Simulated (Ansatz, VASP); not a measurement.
Al2O3 in VASP and in Ansatz

```
Al O
1.0
     2.38025    1.37424    4.33187
    -2.38025    1.37424    4.33187
     0.00000   -2.74848    4.33187
Al O
4 6
Direct
  0.85216 0.85216 0.85216
  0.64784 0.64784 0.64784
  0.14784 0.14784 0.14784
  0.35216 0.35216 0.35216
  0.05668 0.75000 0.44332
  0.75000 0.44332 0.05668
  0.44332 0.05668 0.75000
  0.94332 0.25000 0.55668
  0.25000 0.55668 0.94332
  0.55668 0.94332 0.25000
```

Alike in both runs: task single point; functional b88 exchange, pbe correlation; k mesh 7 × 7 × 7; occupations fermi-dirac, width 0.05 eV; no spin polarisation.

```csv
,VASP,Ansatz
version,VASP 6.6.1,Ansatz 0.2.0
potentials or method,"VASP PAW PBE potentials, release 64 (Al, O)",Ansatz PAW
plane-wave cutoff (eV),600,420
valence electrons in the cell,48,48
```

|  | VASP | Ansatz | Ansatz less VASP |
| --- | --- | --- | --- |
| gap on the k mesh at the Fermi level (eV) | 6.26 | 6.25 | -0.003 |
| least direct gap on the mesh (eV) | 6.26 | 6.25 | -0.003 |
| pressure (GPa) | 6.7 | 7.4 | +0.65 |
| traceless stress, the component that is largest in VASP (GPa) | -0.40 | -0.37 | +0.032 |
| rms of the force components (eV/Å) | 0.018 | 0.016 | -0.0023 |

VASP's potentials were made for PBE, not for b88 exchange, pbe correlation. Atom by atom the forces differ by 0.002 eV/Å (rms over components). The functional is the same, so the differences come from potentials, cutoffs and numerics.

Noted on Ansatz's run: odd divisions of the mesh miss points on the zone boundary, where band edges often lie, so the gap on the mesh can be too wide.
